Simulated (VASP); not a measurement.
Ti3Al, 4 atoms in the cell. It takes space group P-6m2 (No. 187, hexagonal). Conventional cell: a = 2.749 Å, b = 2.749 Å, c = 10.408 Å, α = 90.00°, β = 90.00°, γ = 120.00°. Ti (site symmetry -6m2) has 12 Ti at 2.75 to 3.04 Å within 3.6 Å. Ti (site symmetry 3m) has 9 Ti at 2.75 to 3.04 Å and 3 Al at 3.06 Å within 3.6 Å. Within 3.6 Å of Al (site symmetry -6m2) lie 6 Al at 2.75 Å and 6 Ti at 3.06 Å. 

* Program: VASP 6.6.1
* Task: single point
* Functional: PBEsol
* Potentials or basis: VASP PAW PBE potentials, release 64 (Ti_sv, Al)
* Cutoff: 520 eV
* k mesh: 18 × 18 × 6
* Occupations: gaussian, width 0.15 eV
* Spin: no spin polarisation
* Dipole correction: no
* Further INCAR settings: ALGO = Fast; EDIFF = 1e-07; NBANDS = 28

Potentials or basis: VASP PAW PBE potentials, release 64 (Ti_sv, Al).

Run with:

```sh
$ cat potpaw_PBE.64/Ti_sv/POTCAR potpaw_PBE.64/Al/POTCAR > POTCAR
$ mpirun -np 1 vasp_std > vasp.out
```

Hardware: 1 thread of AMD EPYC 9R45 (Zen 5) (shared host).

Q: How long does it take, and how much memory?

A: Wall time 11 min on 1 thread of AMD EPYC 9R45 (Zen 5), with other jobs on the host, peak memory 0.31 GiB. Counts: scf iterations 51, k points 148.
